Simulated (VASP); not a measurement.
InC3S: single point with PBE

The system is InC3S.

```
In C S
1.0
     3.76749    0.00000    0.00000
     0.00000    3.76749    0.00000
     0.00000    0.00000    3.76749
In C S
1 3 1
Direct
  0.00000 0.00000 0.00000
  0.00000 0.50000 0.50000
  0.50000 0.50000 0.00000
  0.50000 0.00000 0.50000
  0.50000 0.50000 0.50000
```

```json
{
 "Program": "VASP 6.6.1",
 "Task": "single point",
 "Functional": "PBE",
 "Potentials or basis": "VASP PAW PBE potentials, release 64 (In_d, C, S)",
 "Cutoff": "520 eV",
 "k mesh": "10 × 10 × 10",
 "Occupations": "gaussian, width 0.1 eV",
 "Spin": "no spin polarisation"
}
```

- Pressure: -0.1 GPa

Levels at points of the mesh, in eV from the Fermi level:
| k point | band 13 | band 14 | band 15 | band 16 | band 17 | band 18 |
| --- | --- | --- | --- | --- | --- | --- |
| (0.00, 0.00, 0.00) | -0.53 | -0.53 | -0.53 | 0.10 | 0.10 | 0.10 |
| (0.50, 0.00, 0.00) | -2.57 | -2.57 | -0.75 | 0.49 | 0.49 | 1.21 |
| (0.50, 0.50, 0.00) | -1.76 | -1.51 | -1.51 | -1.19 | 2.57 | 2.57 |
| (0.50, 0.50, 0.50) | -2.69 | -1.13 | -1.13 | 2.54 | 2.54 | 2.54 |

Run time: 52 s on 1 thread of Intel(R) Xeon(R) Platinum 8375C CPU @ 2.90GHz (Ice Lake), on a shared host, peak memory 0.2 GiB.

Caveat: spin-orbit coupling is left out, which moves the levels of the heavy elements.
